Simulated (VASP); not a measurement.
Runs of VASP 6.6.1 on K. The structure is that of space group Fm-3m (No. 225), or close to it. The cells are those of the table. 

| cell | k mesh | gap on the mesh (eV) | pressure (GPa) |
| --- | --- | --- | --- |
| a = 5.046 Å, angles 60.0°, 1 atom | 9 × 9 × 9 | none | (a) |
| a = 4.656 Å, angles 60.0°, 1 atom | 9 × 9 × 9 | none | 0.5 |
| a = 4.859 Å, angles 60.0°, 1 atom | 8 × 8 × 8 | none | 0.0 |
| a = 4.793 Å, angles 60.0°, 1 atom | 9 × 9 × 9 | none | 0.1 |
| a = 4.859 Å, angles 60.0°, 1 atom | 9 × 9 × 9 | none | 0.0 |

Alike in all rows: task single point; level RPBE; potentials or basis VASP PAW PBE potentials, release 64 (K_sv); no spin polarisation; cutoff (eV) 520; smearing fermi-dirac 0.1 eV.

Q: Fill in the values left out.

A: (a) -0.3.

Caveats: the PAW data sets were made with another functional, which shifts forces and pressure a little.

A gap of «none» marks levels without a gap at the run's occupations.
